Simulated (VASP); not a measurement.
A run of VASP 6.6.1:

The input INCAR:

```
ALGO = Normal ; EDIFF = 1E-7
ENCUT = 520 ; GGA = PE
ISIF = 2 ; ISMEAR = -1
LASPH = T ; LCHARG = F
LREAL = F ; LWAVE = F
NBANDS = 50 ; NELM = 60
PREC = Accurate ; SIGMA = 0.05
```

Contents of KPOINTS:

```
k-points
0
Gamma
  12 12 5
```

POSCAR

```
SnO
1.0
    2.5000000000     -2.8600000000      0.0000000000
    2.5000000000      2.8600000000      0.0000000000
    0.0000000000      0.0000000000     11.1200000000
Sn O
4 4
Direct
    0.0000644665     -0.0000644665     -0.0141813990
   -0.0000644665      0.0000644665      0.4858186010
    0.4996782160      0.5003217840      0.2711709670
    0.5003217840      0.4996782160      0.7711709670
    0.9998128415      0.5000024962      0.3785052160
    0.0001871585      0.4999975038      0.8785052160
    0.4999975038      0.0001871585      0.3785052160
    0.5000024962      0.9998128415      0.8785052160
```

Potentials or basis: VASP PAW PBE potentials, release 64 (Sn_d, O).

Command:

```console
$ cat potpaw_PBE.64/Sn_d/POTCAR potpaw_PBE.64/O/POTCAR > POTCAR
$ mpirun -np 1 vasp_std > vasp.out
```

Hardware: 1 thread of Oxide Virtual Turin-like Processor (shared host).

Problem. Estimate the wall time of this run.

Solution. It took 28 min on 1 thread of Oxide Virtual Turin-like Processor, on a shared host, peak memory 0.73 GiB. Counts: scf iterations 17, k points 129.
